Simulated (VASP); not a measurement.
# Zr3Ag (Pm-3m) in VASP: single point with LDA

Aim: the single point of Zr3Ag with LDA.

All numbers are computed with VASP 6.6.1; they aren't measurements. Logs are shortened: lines on timing, memory, paths and dates and some standing lists are left out, and cuts for length are marked.

### 1 The cell of the first run

The structure is cubic, space group Pm-3m (No. 221). The conventional cell has a = 4.299 Å, b = 4.299 Å, c = 4.299 Å, α = 90.00°, β = 90.00°, γ = 90.00°. Within 4.0 Å of Zr (site symmetry 4/mmm) lie 8 Zr at 3.04 Å and 4 Ag at 3.04 Å. Within 4.0 Å of Ag (site symmetry m-3m) lie 12 Zr at 3.04 Å.

### 2 Single point, LDA

Input file INCAR:

```
PREC = Accurate
ENCUT = 520
EDIFF = 1E-7
ISMEAR = 0
SIGMA = 0.1
LREAL = F
LASPH = T
NELM = 60
ALGO = Fast
ISIF = 2
LWAVE = F
LCHARG = T
GGA = CA
LELF = T
LVHAR = T
NBANDS = 32
```

Input file KPOINTS:

```
regular mesh
0
Gamma
  10 10 10
```

Input file POSCAR:

```
Zr3Ag
1.0
    4.2992099576      0.0000000000      0.0000000000
    0.0000000000      4.2992099576      0.0000000000
    0.0000000000      0.0000000000      4.2991612898
Zr Ag
3 1
Direct
    0.5000000000      0.5000000000      0.0000000000
    0.0000000000      0.5000000000      0.5000000000
    0.5000000000      0.0000000000      0.5000000000
    0.0000000000      0.0000000000      0.0000000000
```

Potentials or basis: VASP PAW LDA potentials, release 64 (Zr_sv, Ag).

On the command line:

```console
$ cat potpaw_LDA.64/Zr_sv/POTCAR potpaw_LDA.64/Ag/POTCAR > POTCAR
$ mpirun -np 1 vasp_std > vasp.out
```

OUTCAR:

```text
PREC = Accurate
   ENCUT = 520
   EDIFF = 1E-7
   ISMEAR = 0
   LREAL = F
   LASPH = T
   NELM = 60
   ISIF = 2
   GGA = CA

 ion  position               nearest neighbor table
   1  0.500  0.500  0.000-   2 3.04   3 3.04   2 3.04   3 3.04   3 3.04   3 3.04   2 3.04   2 3.04
                             4 3.04   4 3.04   4 3.04   4 3.04
   2  0.000  0.500  0.500-   1 3.04   4 3.04   1 3.04   4 3.04   4 3.04   4 3.04   1 3.04   1 3.04
                             3 3.04   3 3.04   3 3.04   3 3.04
   3  0.500  0.000  0.500-   1 3.04   4 3.04   1 3.04   4 3.04   1 3.04   1 3.04   4 3.04   4 3.04
                             2 3.04   2 3.04   2 3.04   2 3.04
   4  0.000  0.000  0.000-   2 3.04   3 3.04   2 3.04   3 3.04   2 3.04   2 3.04   3 3.04   3 3.04
                             1 3.04   1 3.04   1 3.04   1 3.04

  LATTYP: Found a simple tetragonal cell.
 ALAT       =     4.2992099576
 C/A-ratio  =     0.9999886798

  Lattice vectors:

 A1 = (   4.2992099576,   0.0000000000,   0.0000000000)
 A2 = (   0.0000000000,   4.2992099576,   0.0000000000)
 A3 = (   0.0000000000,   0.0000000000,   4.2991612898)

Analysis of symmetry for initial positions (statically):
=====================================================================
 Subroutine PRICEL returns:
 Original cell was already a primitive cell.

 Routine SETGRP: Setting up the symmetry group for a
 simple tetragonal supercell.

 Subroutine GETGRP returns: Found 16 space group operations
 (whereof 16 operations were pure point group operations)
 out of a pool of 16 trial point group operations.

The static configuration has the point symmetry D_4h.

Analysis of symmetry for dynamics (positions and initial velocities):
=====================================================================
 Subroutine PRICEL returns:
 Original cell was already a primitive cell.

 Routine SETGRP: Setting up the symmetry group for a
 simple tetragonal supercell.

 Subroutine GETGRP returns: Found 16 space group operations
 (whereof 16 operations were pure point group operations)
 out of a pool of 16 trial point group operations.

The dynamic configuration has the point symmetry D_4h.

 Subroutine INISYM returns: Found 16 space group operations
 (whereof 16 operations are pure point group operations),
 and found     1 'primitive' translations

[... 96 lines left out ...]
   ENCUT  =  520.0 eV  38.22 Ry    6.18 a.u.   7.99  7.99  7.99*2*pi/ulx,y,z
   NELM   =     60;   NELMIN=  2; NELMDL= -5     # of ELM steps
   EDIFF  = 0.1E-06   stopping-criterion for ELM
   LREAL  =      F    real-space projection
   EDIFFG = 0.1E-05   stopping-criterion for IOM
   NSW    =      0    number of steps for IOM
   IBRION =     -1    ionic relax: 0-MD 1-quasi-New 2-CG
   NFREE  =      0    steps in history (QN), initial steepest desc. (CG)
   ISIF   =      2    stress and relaxation
   ISYM   =      2    0-nonsym 1-usesym 2-fastsym
   POTIM  = 0.5000    time-step for ionic-motion
   TEBEG  =    0.0;   TEEND  =   0.0 temperature during run
   PSTRESS=    0.0 pullay stress
   NELECT =      47.0000    total number of electrons
   NUPDOWN=      -1.0000    fix difference up-down
   EMIN   =  10.00;   EMAX   =-10.00  energy-range for DOS
   EFERMI =   0.00;   METHOD = LEGACY
   ISMEAR =     0;   SIGMA  =   0.10  broadening in eV -4-tet -1-fermi 0-gaus
   EFERMI_NEDOS =   21; number of points for ismear=-14 and -15
   IALGO  =     68    algorithm
   IMIX   =      4    mixing-type and parameters
     AMIX     =   0.40;   BMIX     =  1.00
     AMIX_MAG =   1.60;   BMIX_MAG =  1.00
  volume/ion in A,a.u.               =      19.87       134.06
  Fermi-wavevector in a.u.,A,eV,Ry     =   1.374212  2.596884 25.694043  1.888459
  Thomas-Fermi vector in A             =   2.499659
   LORBIT       =      0    0 simple, 1 ext, 2 COOP (PROOUT), +10 PAW based schemes
   GGA     = CA    functional components
   LHFCALC =     F    Hartree Fock is set to
   AEXX    =    0.0000 exact exchange contribution
   IVDW    =     0    specifies the selected vdW correction
   LEPSILON=     F    determine dielectric tensor
   LRPA    =     F    only Hartree local field effects (RPA)
 non-spin polarized calculation
 RMM-DIIS sequential band-by-band and
 Gauss-broadening in eV      SIGMA  =   0.10
  energy-cutoff  :      520.00
  volume of cell :       79.46
 maximum number of plane-waves:      2184
 NGX is ok and might be reduce to    32
   NGX = 15   NGY = 15   NGZ = 15

 number of electron      46.9999989 magnetization

 Free energy of the ion-electron system (eV)
  ---------------------------------------------------
  ext. energy  EPLUGINS =         0.00000000
  ---------------------------------------------------
  free energy    TOTEN  =       -31.77806802 eV

  energy without entropy =      -31.75484061  energy(sigma->0) =      -31.76645431

 E-fermi :   9.5612     XC(G=0): -11.9837

 val. band max:        9.5544374253   @ k =   0.4000   0.2000   0.3000
 cond. band min:       9.5646027188   @ k =   0.5000   0.3000   0.2000
 fundamental gap:      0.0101652935
 Fermi energy:         9.5612479957

 k-point     1 :       0.0000    0.0000    0.0000
  band No.  band energies     occupation
      1     -38.6517      2.00000
      2     -38.3837      2.00000
      3     -38.3837      2.00000
      4     -17.2691      2.00000
      5     -17.2691      2.00000
      6     -17.2691      2.00000
[... 829 lines left out ...]
     31      13.9395      0.00000
     32      14.2208      0.00000

 [... further k-points ...]

------------------------ aborting loop because EDIFF is reached ----------------------------------------

  FORCE on cell =-STRESS in cart. coord.  units (eV):
  Direction    XX          YY          ZZ          XY          YZ          ZX
  --------------------------------------------------------------------------------------
  -------------------------------------------------------------------------------------
  Total        0.0771586      0.0771586      0.0773600      0.0000000     -0.0000000      0.0000000
  in kB        1.5557278      1.5557278      1.5597887      0.0000000     -0.0000000      0.0000000
  external PRESSURE =       1.5570815 kB  Pullay stress =       0.0000000 kB

 VOLUME and BASIS-vectors are now :
 -----------------------------------------------------------------------------
  energy-cutoff  :      520.00
  volume of cell :       79.46
      direct lattice vectors                 reciprocal lattice vectors
     4.299209958  0.000000000  0.000000000     0.232600875  0.000000000  0.000000000
     0.000000000  4.299209958  0.000000000     0.000000000  0.232600875  0.000000000
     0.000000000  0.000000000  4.299161290     0.000000000  0.000000000  0.232603509

 POSITION                                       TOTAL-FORCE (eV/Angst)
 -----------------------------------------------------------------------------------
      2.14960      2.14960      0.00000         0.000000      0.000000      0.000000
      0.00000      2.14960      2.14958         0.000000      0.000000      0.000000
      2.14960      0.00000      2.14958         0.000000      0.000000      0.000000
      0.00000      0.00000      0.00000         0.000000      0.000000      0.000000
 -----------------------------------------------------------------------------------
    total drift:                                0.000000     -0.000000     -0.000000

  FREE ENERGIE OF THE ION-ELECTRON SYSTEM (eV)
  ---------------------------------------------------
  free  energy   TOTEN  =       -31.7780680159 eV

  energy  without entropy=      -31.7548406100  energy(sigma->0) =      -31.76645431
```

OSZICAR:

```text
N       E                     dE             d eps       ncg     rms          rms(c)
DAV:   1     0.450110466258E+03    0.45011E+03   -0.24306E+04  8128   0.145E+03
DAV:   2    -0.429087673773E+00   -0.45054E+03   -0.43518E+03  9176   0.428E+02
DAV:   3    -0.321101453546E+02   -0.31681E+02   -0.30637E+02 13928   0.862E+01
[... 15 lines left out ...]
RMM:  19    -0.317780673491E+02   -0.54336E-06   -0.43457E-06 10534   0.765E-03    0.270E-03
RMM:  20    -0.317780676492E+02   -0.30010E-06   -0.25181E-06  9622   0.606E-03    0.216E-03
RMM:  21    -0.317780678200E+02   -0.17081E-06   -0.15282E-06  9514   0.529E-03    0.105E-03
RMM:  22    -0.317780679643E+02   -0.14429E-06   -0.12632E-06 10475   0.579E-03    0.224E-03
RMM:  23    -0.317780680159E+02   -0.51675E-07   -0.60740E-07  8307   0.371E-03
   1 F= -.31778068E+02 E0= -.31766454E+02  d E =-.232274E-01
```

stdout:

```text
[... 58 lines left out ...]
```

Wall time 7 min (1 thread of Oxide Virtual Turin-like, shared host); peak memory 0.32 GiB.

Results:

```yaml
Free_energy: -31.7781 eV
Pressure: 0.2 GPa
Band_gap_on_the_k_mesh: zero (an odd number of electrons rules out a gap without spin polarisation)
```

Levels at points of the mesh, in eV from the Fermi level:
```
           k point  band 21  band 22  band 23  band 24  band 25  band 26  band 27  band 28
(0.00, 0.00, 0.00)    -1.03    -1.03    -0.41    -0.41     3.01     3.01     3.01     3.43
(0.50, 0.00, 0.00)    -1.13    -0.76    -0.76     0.97     1.18     1.18     1.43     2.07
(0.50, 0.50, 0.00)    -1.13    -0.78    -0.34    -0.34    -0.27     1.39     1.39     2.31
(0.00, 0.00, 0.50)    -1.13    -0.76    -0.76     0.97     1.18     1.18     1.43     2.07
(0.50, 0.00, 0.50)    -1.13    -0.78    -0.34    -0.34    -0.27     1.39     1.39     2.31
(0.50, 0.50, 0.50)    -1.54     0.87     0.87     0.87     0.88     0.88     0.88     2.08
```
